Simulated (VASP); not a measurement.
# LiCl in VASP: a series of runs

The runs below take LiCl through single point, with PBE, r2SCAN.

Program: VASP 6.6.1. These are calculated values, not measurements. Logs are shortened: lines on timing, memory, paths and dates and some standing lists are left out, and cuts for length are marked.

**1. The cell of the first run**

It takes space group I4/mmm (No. 139, tetragonal). The conventional cell has a = 3.615 Å, b = 3.615 Å, c = 5.214 Å, α = 90.00°, β = 90.00°, γ = 90.00°. Li (site symmetry 4/mmm) has 6 Cl at 2.56 to 2.61 Å within 3.4 Å. Within 3.4 Å of Cl (site symmetry 4/mmm) lie 6 Li at 2.56 to 2.61 Å.

**2. Single point, PBE (uniaxial z strain +2.0%)**

INCAR reads:

```
ALGO     = Normal         # electronic algorithm
EDIFF    = 1E-6           # SCF threshold, eV
ENCUT    = 520            # plane-wave cutoff, eV
GGA      = PE             # functional
ISIF     = 2              # what is computed and relaxed
ISMEAR   = -1             # smearing method
LASPH    = True           # aspherical terms in the spheres
LCHARG   = False          # write CHGCAR
LREAL    = False          # projectors in reciprocal space
LWAVE    = False          # write WAVECAR
NBANDS   = 12             # bands
NELM     = 80             # most SCF steps
PREC     = Accurate       # precision mode
SIGMA    = 0.02           # smearing width, eV
```

KPOINTS reads:

```
k-points
0
Gamma
  8 8 8
```

POSCAR reads:

```
LiCl
1.0
    0.0000000000      2.5560369926      2.6071577324
    2.5560369926      0.0000000000      2.6071577324
    2.5560369926      2.5560369926      0.0000000000
Li Cl
1 1
Direct
    0.0000000000      0.0000000000      0.0000000000
    0.5000000000      0.5000000000      0.5000000000
```

Potentials or basis: VASP PAW PBE potentials, release 64 (Li_sv, Cl).

Command:

```bash
> cat potpaw_PBE.64/Li_sv/POTCAR potpaw_PBE.64/Cl/POTCAR > POTCAR
> mpirun -np 1 vasp_std > vasp.out
```

OUTCAR:

```text
EDIFF = 1E-6
   ENCUT = 520
   GGA = PE
   ISIF = 2
   ISMEAR = -1
   LASPH = True
   LREAL = False
   NELM = 80
   PREC = Accurate

 ion  position               nearest neighbor table
   1  0.000  0.000  0.000-   2 2.56   2 2.56   2 2.56   2 2.56   2 2.61   2 2.61
   2  0.500  0.500  0.500-   1 2.56   1 2.56   1 2.56   1 2.56   1 2.61   1 2.61

  LATTYP: Found a body centered tetragonal cell.
 ALAT       =     3.6147821809
 C/A-ratio  =     1.4424978336

  Lattice vectors:

 A1 = (  -2.5560369926,   0.0000000000,   2.6071577324)
 A2 = (   2.5560369926,   0.0000000000,   2.6071577324)
 A3 = (   0.0000000000,   2.5560369926,  -2.6071577324)

Analysis of symmetry for initial positions (statically):
=====================================================================
 Subroutine PRICEL returns:
 Original cell was already a primitive cell.

 Routine SETGRP: Setting up the symmetry group for a
 body centered tetragonal supercell.

 Subroutine GETGRP returns: Found 16 space group operations
 (whereof 16 operations were pure point group operations)
 out of a pool of 16 trial point group operations.

The static configuration has the point symmetry D_4h.

Analysis of symmetry for dynamics (positions and initial velocities):
=====================================================================
 Subroutine PRICEL returns:
 Original cell was already a primitive cell.

 Routine SETGRP: Setting up the symmetry group for a
 body centered tetragonal supercell.

 Subroutine GETGRP returns: Found 16 space group operations
 (whereof 16 operations were pure point group operations)
 out of a pool of 16 trial point group operations.

The dynamic configuration has the point symmetry D_4h.

 Subroutine INISYM returns: Found 16 space group operations
 (whereof 16 operations are pure point group operations),
 and found     1 'primitive' translations

----------------------------------------------------------------------------------------

                                     Primitive cell

  volume of cell :      34.0668

  direct lattice vectors                    reciprocal lattice vectors
     0.000000000  2.556036993  2.607157732    -0.195615322  0.195615322  0.191779728
     2.556036993  0.000000000  2.607157732     0.195615322 -0.195615322  0.191779728
     2.556036993  2.556036993  0.000000000     0.195615322  0.195615322 -0.191779728

  length of vectors
     3.651108948  3.651108948  3.614782181     0.336615764  0.336615764  0.336615764

  position of ions in fractional coordinates (direct lattice)
     0.000000000  0.000000000  0.000000000
     0.500000000  0.500000000  0.500000000

  ion indices of the primitive-cell ions
   primitive index   ion index
                 1           1
                 2           2

----------------------------------------------------------------------------------------

 KPOINTS: k-points

Automatic generation of k-mesh.
 Grid dimensions read from file:
 generate k-points for:    8    8    8

 Generating k-lattice:

  Cartesian coordinates                     Fractional coordinates (reciprocal lattice)
    -0.024451915  0.024451915  0.023972466     0.125000000 -0.000000000  0.000000000
     0.024451915 -0.024451915  0.023972466    -0.000000000  0.125000000  0.000000000
     0.024451915  0.024451915 -0.023972466     0.000000000  0.000000000  0.125000000

  Length of vectors
     0.042076970  0.042076970  0.042076970

  Shift w.r.t. Gamma in fractional coordinates (k-lattice)
     0.000000000  0.000000000  0.000000000

 Subroutine IBZKPT returns following result:
 ===========================================

 Found     59 irreducible k-points:

 Following reciprocal coordinates:
            Coordinates               Weight
  0.000000  0.000000  0.000000      1.000000
  0.125000  0.000000  0.000000      8.000000
  0.250000  0.000000  0.000000      8.000000
  0.375000 -0.000000  0.000000      8.000000
  0.500000  0.000000  0.000000      4.000000
  0.125000  0.125000  0.000000      2.000000
[... 16 lines left out ...]
  0.250000  0.000000  0.125000     16.000000
  0.375000  0.000000  0.125000     16.000000
 [... further k-points ...]
   k-points           NKPTS =     59   k-points in BZ     NKDIM =     59   number of bands    NBANDS=     12
   number of dos      NEDOS =    301   number of ions     NIONS =      2
   total plane-waves  NPLWV =  21952
   dimension x,y,z NGX =    28 NGY =   28 NGZ =   28
   dimension x,y,z NGXF=    56 NGYF=   56 NGZF=   56
   ions per type =               1   1
   NGX,Y,Z   is equivalent  to a cutoff of  12.75, 12.75, 12.88 a.u.
   NGXF,Y,Z  is equivalent  to a cutoff of  25.50, 25.50, 25.75 a.u.
 SYSTEM =  unknown system
   PREC   = accura    normal or accurate (medium, high low for compatibility)
   ISTART =      0    job   : 0-new  1-cont  2-samecut
   ICHARG =      2    charge: 1-file 2-atom 10-const
   ISPIN  =      1    spin polarized calculation?
   LNONCOLLINEAR =      F non collinear calculations
   LSORBIT =      F    spin-orbit coupling
   LASPH  =      T    aspherical Exc in radial PAW
   ENCUT  =  520.0 eV  38.22 Ry    6.18 a.u.   6.79  6.79  6.72*2*pi/ulx,y,z
   NELM   =     80;   NELMIN=  2; NELMDL= -5     # of ELM steps
   EDIFF  = 0.1E-05   stopping-criterion for ELM
   LREAL  =      F    real-space projection
   EDIFFG = 0.1E-04   stopping-criterion for IOM
   NSW    =      0    number of steps for IOM
   IBRION =     -1    ionic relax: 0-MD 1-quasi-New 2-CG
   NFREE  =      0    steps in history (QN), initial steepest desc. (CG)
   ISIF   =      2    stress and relaxation
   ISYM   =      2    0-nonsym 1-usesym 2-fastsym
   POTIM  = 0.5000    time-step for ionic-motion
   TEBEG  =    0.0;   TEEND  =   0.0 temperature during run
   PSTRESS=    0.0 pullay stress
   NELECT =      10.0000    total number of electrons
   NUPDOWN=      -1.0000    fix difference up-down
   EMIN   =  10.00;   EMAX   =-10.00  energy-range for DOS
   EFERMI =   0.00;   METHOD = LEGACY
   ISMEAR =    -1;   SIGMA  =   0.02  broadening in eV -4-tet -1-fermi 0-gaus
   EFERMI_NEDOS =   21; number of points for ismear=-14 and -15
   IALGO  =     38    algorithm
   IMIX   =      4    mixing-type and parameters
     AMIX     =   0.40;   BMIX     =  1.00
     AMIX_MAG =   1.60;   BMIX_MAG =  1.00
  volume/ion in A,a.u.               =      17.03       114.95
  Fermi-wavevector in a.u.,A,eV,Ry     =   1.088005  2.056032 16.105969  1.183755
  Thomas-Fermi vector in A             =   2.224177
   LORBIT       =      0    0 simple, 1 ext, 2 COOP (PROOUT), +10 PAW based schemes
   GGA     = PE    functional components
   LHFCALC =     F    Hartree Fock is set to
   AEXX    =    0.0000 exact exchange contribution
   IVDW    =     0    specifies the selected vdW correction
   LEPSILON=     F    determine dielectric tensor
   LRPA    =     F    only Hartree local field effects (RPA)
 non-spin polarized calculation
  energy-cutoff  :      520.00
  volume of cell :       34.07
 maximum number of plane-waves:       934
   NGX = 13   NGY = 13   NGZ = 13

 number of electron      10.0000008 magnetization

 Free energy of the ion-electron system (eV)
  ---------------------------------------------------
  ext. energy  EPLUGINS =         0.00000000
  ---------------------------------------------------
  free energy    TOTEN  =        -7.38538004 eV

  energy without entropy =       -7.38538004  energy(sigma->0) =       -7.38538004

 E-fermi :   1.0112     XC(G=0):  -8.6890

 val. band max:        0.5406948777   @ k =   0.0000   0.0000   0.0000
 cond. band min:       6.7935442251   @ k =   0.0000   0.0000   0.0000
 fundamental gap:      6.2528493474
 Fermi energy:         1.0112331604

 k-point     1 :       0.0000    0.0000    0.0000
  band No.  band energies     occupation
      1     -43.0306      2.00000
      2     -12.8560      2.00000
      3       0.4899      2.00000
      4       0.4899      2.00000
      5       0.5407      2.00000
      6       6.7935      0.00000
      7      12.3262      0.00000
      8      12.4978      0.00000
      9      12.4978      0.00000
     10      14.7234      0.00000
     11      14.9582      0.00000
     12      15.1131      0.00000

 k-point     2 :       0.1250    0.0000    0.0000
  band No.  band energies     occupation
      1     -43.0302      2.00000
      2     -12.7821      2.00000
      3      -0.0130      2.00000
      4       0.4561      2.00000
      5       0.4783      2.00000
      6       7.2532      0.00000
      7      11.6472      0.00000
      8      12.2348      0.00000
      9      12.4281      0.00000
     10      13.5289      0.00000
     11      13.6453      0.00000
     12      15.4423      0.00000

 k-point     3 :       0.2500    0.0000    0.0000
  band No.  band energies     occupation
      1     -43.0293      2.00000
      2     -12.5939      2.00000
      3      -1.0506      2.00000
      4       0.3703      2.00000
      5       0.3793      2.00000
      6       7.6965      0.00000
      7      11.0839      0.00000
      8      11.2897      0.00000
      9      11.4568      0.00000
     10      14.4357      0.00000
     11      14.4405      0.00000
     12      16.0084      0.00000
[... 286 lines left out ...]
 k-point    23 :       0.2500    0.0000    0.1250
  band No.  band energies     occupation
      1     -43.0293      2.00000
      2     -12.6018      2.00000
      3      -0.7732      2.00000
      4       0.1624      2.00000
      5       0.2457      2.00000
      6       8.1940      0.00000
      7      10.7736      0.00000
      8      10.8791      0.00000
      9      12.0590      0.00000
     10      13.2003      0.00000
     11      15.3757      0.00000
     12      16.6920      0.00000

 k-point    24 :       0.3750    0.0000    0.1250
  band No.  band energies     occupation
      1     -43.0284      2.00000
      2     -12.3977      2.00000
      3      -1.6605      2.00000
      4       0.0648      2.00000
      5       0.0788      2.00000
      6       8.1514      0.00000
      7      10.1033      0.00000
      8      11.1058      0.00000
      9      11.5328      0.00000
     10      14.6191      0.00000
     11      16.8235      0.00000
     12      17.5198      0.00000

 [... further k-points ...]

------------------------ aborting loop because EDIFF is reached ----------------------------------------

  FORCE on cell =-STRESS in cart. coord.  units (eV):
  Direction    XX          YY          ZZ          XY          YZ          ZX
  --------------------------------------------------------------------------------------
  -------------------------------------------------------------------------------------
  Total        0.0442060      0.0442060     -0.0801577      0.0000000      0.0000000      0.0000000
  in kB        2.0790260      2.0790260     -3.7698516      0.0000000      0.0000000      0.0000000
  external PRESSURE =       0.1294001 kB  Pullay stress =       0.0000000 kB

 VOLUME and BASIS-vectors are now :
 -----------------------------------------------------------------------------
  energy-cutoff  :      520.00
  volume of cell :       34.07
      direct lattice vectors                 reciprocal lattice vectors
     0.000000000  2.556036993  2.607157732    -0.195615322  0.195615322  0.191779728
     2.556036993  0.000000000  2.607157732     0.195615322 -0.195615322  0.191779728
     2.556036993  2.556036993  0.000000000     0.195615322  0.195615322 -0.191779728

 POSITION                                       TOTAL-FORCE (eV/Angst)
 -----------------------------------------------------------------------------------
      0.00000      0.00000      0.00000         0.000000     -0.000000      0.000000
      2.55604      2.55604      2.60716        -0.000000      0.000000      0.000000
 -----------------------------------------------------------------------------------
    total drift:                                0.000000      0.000000      0.000000

  FREE ENERGIE OF THE ION-ELECTRON SYSTEM (eV)
  ---------------------------------------------------
  free  energy   TOTEN  =        -7.3853800400 eV

  energy  without entropy=       -7.3853800400  energy(sigma->0) =       -7.38538004
```

It took 9.4 s on 1 thread of Intel Xeon 6975P-C (Granite Rapids), shared host; peak memory 0.15 GiB.

What came out:

- Free energy: -7.3854 eV
- Band gap on the k mesh: 6.25 eV, direct

Caveat: the cell differs from its parent crystal (uniaxial z strain +2.0%); the cutoff is under 1.25 times the usual one of these potentials, so pressure, stress and relaxed cells hold a basis-set (Pulay) error. A k mesh can miss the band edges.

[end of part 1 of 2]
